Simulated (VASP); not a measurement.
# As (Pm-3m) in VASP: notebook

As is run at these levels: BLYP; tasks: single point.

Everything below comes from runs of VASP 6.6.1. Logs are shortened: lines on timing, memory, paths and dates and some standing lists are left out, and cuts for length are marked.

## (1) The cell of the first run

Symmetry: Pm-3m, No. 221, cubic system. The conventional cell has a = 2.813 Å, b = 2.813 Å, c = 2.813 Å, α = 90.00°, β = 90.00°, γ = 90.00°. As (site symmetry m-3m) has 6 As at 2.81 Å within 3.7 Å.

## (2) Single point, BLYP

INCAR

```
  PREC = Accurate
  ENCUT = 520
  EDIFF = 1E-7
  ISMEAR = -1
  SIGMA = 0.1
  LREAL = False
  LASPH = True
  NELM = 60
  ALGO = Normal
  ISIF = 2
  LWAVE = False
  LCHARG = False
  GGA = B5
  ALDAX = 1.0
  AGGAX = 1.0
  AGGAC = 1.0
  ALDAC = 0.0
  NBANDS = 8
```

KPOINTS

```
regular mesh
0
Gamma
  13 13 13
```

POSCAR

```
As
1.0
    2.8134901733      0.0000000000      0.0000000000
    0.0000000000      2.8134901733      0.0000000000
    0.0000000000      0.0000000000      2.8134901733
As
1
Direct
    0.0000000000      0.0000000000      0.0000000000
```

Potentials or basis: VASP PAW PBE potentials, release 64 (As).

Launch:

```
> cat potpaw_PBE.64/As/POTCAR > POTCAR
> mpirun -np 1 vasp_std > vasp.out
```

OUTCAR:

```text
PREC = Accurate
   ENCUT = 520
   EDIFF = 1E-7
   ISMEAR = -1
   LREAL = False
   LASPH = True
   NELM = 60
   ISIF = 2
   GGA = B5

 ion  position               nearest neighbor table
   1  0.000  0.000  0.000-

  LATTYP: Found a simple cubic cell.
 ALAT       =     2.8134901733

  Lattice vectors:

 A1 = (   2.8134901733,   0.0000000000,   0.0000000000)
 A2 = (   0.0000000000,   2.8134901733,   0.0000000000)
 A3 = (   0.0000000000,   0.0000000000,   2.8134901733)

Analysis of symmetry for initial positions (statically):
=====================================================================
 Subroutine PRICEL returns:
 Original cell was already a primitive cell.

 Routine SETGRP: Setting up the symmetry group for a
 simple cubic supercell.

 Subroutine GETGRP returns: Found 48 space group operations
 (whereof 48 operations were pure point group operations)
 out of a pool of 48 trial point group operations.

The static configuration has the point symmetry O_h .

Analysis of symmetry for dynamics (positions and initial velocities):
=====================================================================
 Subroutine PRICEL returns:
 Original cell was already a primitive cell.

 Routine SETGRP: Setting up the symmetry group for a
 simple cubic supercell.

 Subroutine GETGRP returns: Found 48 space group operations
 (whereof 48 operations were pure point group operations)
 out of a pool of 48 trial point group operations.

The dynamic configuration has the point symmetry O_h .

 Subroutine INISYM returns: Found 48 space group operations
 (whereof 48 operations are pure point group operations),
 and found     1 'primitive' translations

----------------------------------------------------------------------------------------

                                     Primitive cell

  volume of cell :      22.2708

  direct lattice vectors                    reciprocal lattice vectors
     2.813490173  0.000000000  0.000000000     0.355430422  0.000000000  0.000000000
     0.000000000  2.813490173  0.000000000     0.000000000  0.355430422  0.000000000
     0.000000000  0.000000000  2.813490173     0.000000000  0.000000000  0.355430422

  length of vectors
     2.813490173  2.813490173  2.813490173     0.355430422  0.355430422  0.355430422

  position of ions in fractional coordinates (direct lattice)
     0.000000000  0.000000000  0.000000000

  ion indices of the primitive-cell ions
   primitive index   ion index
                 1           1

----------------------------------------------------------------------------------------

 KPOINTS: regular mesh

Automatic generation of k-mesh.
 Grid dimensions read from file:
 generate k-points for:   13   13   13

 Generating k-lattice:

  Cartesian coordinates                     Fractional coordinates (reciprocal lattice)
     0.027340802  0.000000000  0.000000000     0.076923077  0.000000000  0.000000000
     0.000000000  0.027340802  0.000000000     0.000000000  0.076923077  0.000000000
     0.000000000  0.000000000  0.027340802     0.000000000  0.000000000  0.076923077

  Length of vectors
     0.027340802  0.027340802  0.027340802

  Shift w.r.t. Gamma in fractional coordinates (k-lattice)
     0.000000000  0.000000000  0.000000000

 Subroutine IBZKPT returns following result:
 ===========================================

 Found     84 irreducible k-points:

 Following reciprocal coordinates:
            Coordinates               Weight
  0.000000  0.000000  0.000000      1.000000
  0.076923  0.000000  0.000000      6.000000
  0.153846  0.000000  0.000000      6.000000
  0.230769  0.000000  0.000000      6.000000
  0.307692  0.000000  0.000000      6.000000
  0.384615  0.000000  0.000000      6.000000
[... 16 lines left out ...]
  0.307692  0.307692  0.000000     12.000000
  0.384615  0.307692  0.000000     24.000000
 [... further k-points ...]
   k-points           NKPTS =     84   k-points in BZ     NKDIM =     84   number of bands    NBANDS=      8
   number of dos      NEDOS =    301   number of ions     NIONS =      1
   total plane-waves  NPLWV =  13824
   dimension x,y,z NGX =    24 NGY =   24 NGZ =   24
   dimension x,y,z NGXF=    48 NGYF=   48 NGZF=   48
   ions per type =               1
   NGX,Y,Z   is equivalent  to a cutoff of  14.18, 14.18, 14.18 a.u.
   NGXF,Y,Z  is equivalent  to a cutoff of  28.36, 28.36, 28.36 a.u.
 SYSTEM =  unknown system
   PREC   = accura    normal or accurate (medium, high low for compatibility)
   ISTART =      0    job   : 0-new  1-cont  2-samecut
   ICHARG =      2    charge: 1-file 2-atom 10-const
   ISPIN  =      1    spin polarized calculation?
   LNONCOLLINEAR =      F non collinear calculations
   LSORBIT =      F    spin-orbit coupling
   LASPH  =      T    aspherical Exc in radial PAW
   ENCUT  =  520.0 eV  38.22 Ry    6.18 a.u.   5.23  5.23  5.23*2*pi/ulx,y,z
   NELM   =     60;   NELMIN=  2; NELMDL= -5     # of ELM steps
   EDIFF  = 0.1E-06   stopping-criterion for ELM
   LREAL  =      F    real-space projection
   EDIFFG = 0.1E-05   stopping-criterion for IOM
   NSW    =      0    number of steps for IOM
   IBRION =     -1    ionic relax: 0-MD 1-quasi-New 2-CG
   NFREE  =      0    steps in history (QN), initial steepest desc. (CG)
   ISIF   =      2    stress and relaxation
   ISYM   =      2    0-nonsym 1-usesym 2-fastsym
   POTIM  = 0.5000    time-step for ionic-motion
   TEBEG  =    0.0;   TEEND  =   0.0 temperature during run
   PSTRESS=    0.0 pullay stress
   NELECT =       5.0000    total number of electrons
   NUPDOWN=      -1.0000    fix difference up-down
   EMIN   =  10.00;   EMAX   =-10.00  energy-range for DOS
   EFERMI =   0.00;   METHOD = LEGACY
   ISMEAR =    -1;   SIGMA  =   0.10  broadening in eV -4-tet -1-fermi 0-gaus
   EFERMI_NEDOS =   21; number of points for ismear=-14 and -15
   IALGO  =     38    algorithm
   IMIX   =      4    mixing-type and parameters
     AMIX     =   0.40;   BMIX     =  1.00
     AMIX_MAG =   1.60;   BMIX_MAG =  1.00
  volume/ion in A,a.u.               =      22.27       150.29
  Fermi-wavevector in a.u.,A,eV,Ry     =   0.994992  1.880262 13.469881  0.990008
  Thomas-Fermi vector in A             =   2.126981
   LORBIT       =      0    0 simple, 1 ext, 2 COOP (PROOUT), +10 PAW based schemes
   GGA     = B5    functional components
   LHFCALC =     F    Hartree Fock is set to
   AEXX    =    0.0000 exact exchange contribution
   IVDW    =     0    specifies the selected vdW correction
   LEPSILON=     F    determine dielectric tensor
   LRPA    =     F    only Hartree local field effects (RPA)
 non-spin polarized calculation
  energy-cutoff  :      520.00
  volume of cell :       22.27
 maximum number of plane-waves:       621
 NGX is ok and might be reduce to    24
   NGX = 11   NGY = 11   NGZ = 11

 number of electron       4.9999999 magnetization

 Free energy of the ion-electron system (eV)
  ---------------------------------------------------
  ext. energy  EPLUGINS =         0.00000000
  ---------------------------------------------------
  free energy    TOTEN  =        -3.81944344 eV

  energy without entropy =       -3.80765332  energy(sigma->0) =       -3.81354838

 E-fermi :   5.1343     XC(G=0):  -9.2363

 val. band max:        5.1182702230   @ k =   0.3846   0.3077   0.3077
 cond. band min:       5.1521971214   @ k =   0.3077   0.2308   0.1538
 fundamental gap:      0.0339268984
 Fermi energy:         5.1343443193

 k-point     1 :       0.0000    0.0000    0.0000
  band No.  band energies     occupation
      1      -8.8949      2.00000
      2       8.7111      0.00000
      3       8.7111      0.00000
      4       8.7111      0.00000
      5      13.6539      0.00000
      6      13.6539      0.00000
      7      15.0314      0.00000
      8      28.5037      0.00000

 k-point     2 :       0.0769    0.0000    0.0000
  band No.  band energies     occupation
      1      -8.7996      2.00000
      2       7.6028      0.00000
      3       8.7918      0.00000
      4       8.7918      0.00000
      5      13.7418      0.00000
      6      14.3645      0.00000
      7      15.7037      0.00000
      8      27.0066      0.00000

 k-point     3 :       0.1538    0.0000    0.0000
  band No.  band energies     occupation
      1      -8.5178      2.00000
      2       5.5748      0.02414
      3       9.0263      0.00000
      4       9.0263      0.00000
      5      14.0013      0.00000
      6      14.9185      0.00000
      7      17.9670      0.00000
      8      24.9272      0.00000

 k-point     4 :       0.2308    0.0000    0.0000
  band No.  band energies     occupation
      1      -8.0650      2.00000
      2       3.5210      2.00000
      3       9.3883      0.00000
      4       9.3883      0.00000
      5      14.4166      0.00000
      6      15.4696      0.00000
      7      20.5421      0.00000
      8      23.0122      0.00000

 k-point     5 :       0.3077    0.0000    0.0000
  band No.  band energies     occupation
      1      -7.4785      2.00000
      2       1.6756      2.00000
      3       9.8250      0.00000
      4       9.8250      0.00000
      5      14.9498      0.00000
      6      16.1900      0.00000
      7      21.3903      0.00000
      8      21.3903      0.00000
[... 177 lines left out ...]
 k-point    22 :       0.4615    0.2308    0.0000
  band No.  band energies     occupation
      1      -5.5508      2.00000
      2       0.0663      2.00000
      3       5.6996      0.00700
      4      11.1562      0.00000
      5      12.6248      0.00000
      6      17.9106      0.00000
      7      20.2745      0.00000
      8      21.2326      0.00000

 k-point    23 :       0.3077    0.3077    0.0000
  band No.  band energies     occupation
      1      -6.0580      2.00000
      2       2.8028      2.00000
      3       3.1530      2.00000
      4      10.9066      0.00000
      5      12.9461      0.00000
      6      17.2443      0.00000
      7      22.3419      0.00000
      8      23.0001      0.00000

 k-point    24 :       0.3846    0.3077    0.0000
  band No.  band energies     occupation
      1      -5.4235      2.00000
      2       1.4822      2.00000
      3       3.5237      2.00000
      4      11.3087      0.00000
      5      11.6100      0.00000
      6      17.9710      0.00000
      7      21.4402      0.00000
      8      22.8134      0.00000

 [... further k-points ...]
[... 5 lines left out ...]
  --------------------------------------------------------------------------------------
  -------------------------------------------------------------------------------------
  Total       -0.0288295     -0.0288295     -0.0288295     -0.0000000     -0.0000000     -0.0000000
  in kB       -2.0740161     -2.0740161     -2.0740161     -0.0000000     -0.0000000     -0.0000000
  external PRESSURE =      -2.0740161 kB  Pullay stress =       0.0000000 kB

 VOLUME and BASIS-vectors are now :
 -----------------------------------------------------------------------------
  energy-cutoff  :      520.00
  volume of cell :       22.27
      direct lattice vectors                 reciprocal lattice vectors
     2.813490173  0.000000000  0.000000000     0.355430422  0.000000000  0.000000000
     0.000000000  2.813490173  0.000000000     0.000000000  0.355430422  0.000000000
     0.000000000  0.000000000  2.813490173     0.000000000  0.000000000  0.355430422

 POSITION                                       TOTAL-FORCE (eV/Angst)
 -----------------------------------------------------------------------------------
      0.00000      0.00000      0.00000         0.000000      0.000000      0.000000
 -----------------------------------------------------------------------------------
    total drift:                               -0.000000      0.000000      0.000000

  FREE ENERGIE OF THE ION-ELECTRON SYSTEM (eV)
  ---------------------------------------------------
  free  energy   TOTEN  =        -3.8194434427 eV

  energy  without entropy=       -3.8076533179  energy(sigma->0) =       -3.81354838
```

Wall time 18 s (1 thread of Intel Xeon 8259CL, shared host); peak memory 0.14 GiB.

Results:

- Free energy: -3.8194 eV
- Pressure: -0.2 GPa

Caveat: the PAW data sets were made with another functional, which shifts forces and pressure a little.

## (3) Single point, BLYP (volume scaled by 1.04)

INCAR

```
SYSTEM = As
PREC = Accurate
ENCUT = 520
EDIFF = 1E-6
ISMEAR = -1
SIGMA = 0.1
LREAL = .FALSE.
LASPH = .TRUE.
NELM = 100
ALGO = Normal
ISIF = 2
LWAVE = .FALSE.
LCHARG = .FALSE.
GGA = B5
ALDAX = 1.0
AGGAX = 1.0
AGGAC = 1.0
ALDAC = 0.0
NBANDS = 8
```

KPOINTS

```
regular mesh
0
G
  13 13 13
  0 0 0
```

POSCAR

```
As
1.0
    2.8505140266      0.0000000000      0.0000000000
    0.0000000000      2.8505140266      0.0000000000
    0.0000000000      0.0000000000      2.8505140266
As
1
Direct
    0.0000000000      0.0000000000      0.0000000000
```

Potentials or basis: VASP PAW PBE potentials, release 64 (As).

Launch:

```
> cat potpaw_PBE.64/As/POTCAR > POTCAR
> mpirun -np 1 vasp_std > vasp.out
```

It took 17 s on 1 thread of Intel Xeon 8259CL, shared host; peak memory 0.14 GiB.

Results (log left out):

- Free energy: -3.8119 eV
- Pressure: -2.4 GPa

Levels at points of the mesh, in eV from the Fermi level:
```tsv
k point	band 1	band 2	band 3	band 4	band 5	band 6
(0.00, 0.00, 0.00)	-13.71	3.45	3.45	3.45	8.50	8.50
```

Caveat: the PAW data sets were made with another functional, which shifts forces and pressure a little.

(Part 1 of 2 ends here.)
